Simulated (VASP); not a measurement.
**Pd: relaxation of the atoms with PBE**

System: Pd, a slab with vacuum.

```xyz
12
Lattice="5.5752 0.0000 0.0000 -2.7876 4.8283 0.0000 0.0000 0.0000 20.5521" Properties=species:S:1:pos:R:3 pbc="T T T"
Pd    1.3938    0.8047    8.0000
Pd    0.0000    3.2188    8.0000
Pd    4.1814    0.8047    8.0000
Pd    2.7876    3.2188    8.0000
Pd    2.7876    1.6094   10.2761
Pd    1.3938    4.0235   10.2761
Pd    0.0000    1.6094   10.2761
Pd   -1.3938    4.0235   10.2761
Pd   -1.3938    2.4141   12.5521
Pd    0.0000    0.0000   12.5521
Pd    1.3938    2.4141   12.5521
Pd    2.7876    0.0000   12.5521
```

```json
{
  "Program": "VASP 6.6.1",
  "Task": "relaxation of the atoms",
  "Functional": "PBE",
  "Potentials or basis": "VASP PAW PBE potentials, release 64 (Pd)",
  "Cutoff": "520 eV",
  "k mesh": "4 × 4 × 1",
  "Occupations": "gaussian, width 0.1 eV",
  "Spin": "no spin polarisation",
  "Dipole correction": "yes",
  "Atoms held fixed (from 0)": "[0, 1, 2, 3]",
  "Further INCAR settings": "ALGO = Normal; EDIFF = 1e-06; IBRION = 2; EDIFFG = -0.03; NSW = 90"
}
```

```
Energy gained by relaxing : 0.0 meV/atom
Ionic steps               : 2
Band gap on the k mesh    : zero (bands 60 and 61 overlap by 0.36 eV)
```

Step by step:
```tsv
step	energy change (eV)	largest force on free atoms (eV/Å)	pressure (GPa)
1	0.0000	0.0364	-1.58
2	-0.0002	0.0288	-1.60
```

Final structure:
```
CELL_PARAMETERS angstrom
5.57519 0.00000 0.00000
-2.78759 4.82826 0.00000
0.00000 0.00000 20.55212
ATOMIC_POSITIONS crystal
Pd 0.33333 0.16667 0.38925
Pd 0.33333 0.66667 0.38925
Pd 0.83333 0.16667 0.38925
Pd 0.83333 0.66667 0.38925
Pd 0.66667 0.33333 0.50000
Pd 0.66667 0.83333 0.50000
Pd 0.16667 0.33333 0.50000
Pd 0.16667 0.83333 0.50000
Pd 0.00000 0.50000 0.61083
Pd 0.00000 0.00000 0.61083
Pd 0.50000 0.50000 0.61083
Pd 0.50000 0.00000 0.61083
```

Levels at points of the mesh, in eV from the Fermi level:
```csv
k point,band 58,band 59,band 60,band 61,band 62,band 63
"(0.00, 0.00, 0.00)",0.28,0.28,0.28,0.32,0.32,0.32
"(0.50, 0.00, 0.00)",-0.11,-0.07,-0.07,-0.04,-0.04,0.14
```

It took 3.1 min on 2 MPI ranks on Intel(R) Xeon(R) 6975P-C (Granite Rapids), with other jobs on the host, peak memory 0.62 GiB a rank.
